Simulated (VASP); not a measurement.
**SnO2: single point with PBEsol**

SnO2:

```
CELL_PARAMETERS angstrom
4.72329 0.00000 0.00000
0.00000 4.80081 0.00000
0.00000 0.00000 3.19710
ATOMIC_POSITIONS crystal
Sn 0.50000 0.50000 0.50000
Sn 0.00000 0.00000 0.00000
O 0.29185 0.32104 0.00000
O 0.79185 0.17896 0.50000
O 0.20814 0.82104 0.50000
O 0.70815 0.67896 0.00000
```

```yaml
Program: VASP 6.6.1
Task: single point
Functional: PBEsol
Potentials_or_basis: VASP PAW PBE potentials, release 64 (Sn_d, O)
Cutoff: 520 eV
k_mesh: 4 × 4 × 6
Occupations: gaussian, width 0.01 eV
Spin: no spin polarisation
```

```
Pressure               : 1.9 GPa
Largest force          : 0.099 eV/Å
Band gap on the k mesh : 1.11 eV, direct
```

Forces in eV/Å, atoms in the order of the input:
```
Sn   0.000  0.000  0.000
Sn   0.000  0.000  0.000
O   -0.028 -0.095  0.000
O   -0.028  0.095  0.000
O    0.028 -0.095  0.000
O    0.028  0.095  0.000
```

Stress tensor (GPa, compression positive):
```
1.61 0.00 0.00
0.00 1.31 0.00
0.00 0.00 2.91
```

Levels at points of the mesh, in eV from the valence-band top:
```
           k point  band 23  band 24  band 25  band 26  band 27  band 28  band 29  band 30
(0.00, 0.00, 0.00)    -1.15    -0.69    -0.68     0.00     1.11     5.98     6.11     6.28
(0.50, 0.00, 0.00)    -1.13    -1.13    -0.49    -0.49     4.18     4.18     6.70     6.70
(0.00, 0.50, 0.00)    -1.12    -1.12    -0.61    -0.61     4.34     4.34     7.18     7.18
(0.50, 0.50, 0.00)    -1.25    -1.25    -0.79    -0.79     4.69     4.69     7.33     7.33
(0.00, 0.00, 0.50)    -1.58    -1.58    -1.13    -1.13     6.01     6.01     9.54     9.54
(0.50, 0.00, 0.50)    -0.91    -0.91    -0.71    -0.71     6.33     6.33     7.95     7.95
(0.00, 0.50, 0.50)    -1.13    -1.13    -0.60    -0.60     6.23     6.23     7.72     7.72
(0.50, 0.50, 0.50)    -0.91    -0.91    -0.73    -0.73     4.71     4.71     8.71     8.71
```

Wall time 90 s on 1 thread of Intel(R) Xeon(R) Platinum 8375C CPU @ 2.90GHz (Ice Lake), on a shared host, peak memory 0.21 GiB.

Caveat: the PAW data sets were made with another functional, which shifts forces and pressure a little; spin-orbit coupling is left out, which moves the levels of the heavy elements. As with any semilocal functional, this PBEsol gap is likely too small.
